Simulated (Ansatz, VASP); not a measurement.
# Two plane-wave programs on Be

```
CELL_PARAMETERS angstrom
3.69126 0.00000 0.00000
-1.84563 3.19673 0.00000
0.00000 0.00000 1.98076
ATOMIC_POSITIONS crystal
Be 0.33333 0.66667 0.00000
Be 0.66667 0.33333 0.00000
```

Alike in both runs: functional PBEsol; k mesh 18 × 18 × 28; occupations gaussian, width 0.1 eV; no spin polarisation.

Ansatz relaxed the structure, and its values are those at the end. VASP's run is a single point on that final structure, the one shown.

|  | VASP | Ansatz |
| --- | --- | --- |
| version | VASP 6.6.1 | Ansatz 0.2.0 |
| potentials or method | VASP PAW PBE potentials, release 64 (Be), cutoff 520 eV | scalar-relativistic, plane waves, PAW |
| valence electrons in the cell | 4 | 4 |

```csv
,VASP,Ansatz,Ansatz less VASP
gap on the k mesh at the Fermi level (eV),none,none,-
pressure (GPa),0.2,0.0,-0.18
```

VASP's potentials were made for PBE, not for PBEsol. A gap of «none» marks a metal or a gap that the smearing closes.
